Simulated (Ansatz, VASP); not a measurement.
# Two plane-wave programs on BaTiO3

```
Ba Ti O
1.0
     4.01925    0.00000    0.00000
     0.00000    4.01925    0.00000
     0.00000    0.00000    4.01925
Ba Ti O
1 1 3
Direct
  0.50000 0.49706 0.49706
  0.00000 0.00000 0.00000
  0.50000 0.00000 0.00000
  0.00000 0.50000 0.00000
  0.00000 0.00000 0.50000
```

Alike in both runs: task single point; functional PBE; k mesh 8 × 8 × 8; occupations gaussian, width 0.05 eV; no spin polarisation.

|  | VASP | Ansatz |
| --- | --- | --- |
| version | VASP 6.6.1 | Ansatz 0.2.0 |
| potentials or method | VASP PAW PBE potentials, release 64 (Ba_sv, Ti_sv, O), cutoff 520 eV | scalar-relativistic, plane waves, PAW |
| valence electrons in the cell | 40 | 40 |

Ansatz gave:

| Quantity | Value |
| --- | --- |
| gap on the k mesh at the Fermi level (eV) | 1.78 |
| least direct gap on the mesh (eV) | 1.90 |
| pressure (GPa) | 0.0 |
| rms of the force components (eV/Å) | 0.029 |

Problem. Estimate VASP's values.

Solution. gap on the k mesh at the Fermi level (eV): 1.72; least direct gap on the mesh (eV): 1.88; pressure (GPa): 1.7; rms of the force components (eV/Å): 0.031.

Atom by atom the forces differ by 0.003 eV/Å (rms over components). With one functional, cell and mesh, what is left measures potentials, basis and numerics.

Spin-orbit coupling is off throughout.
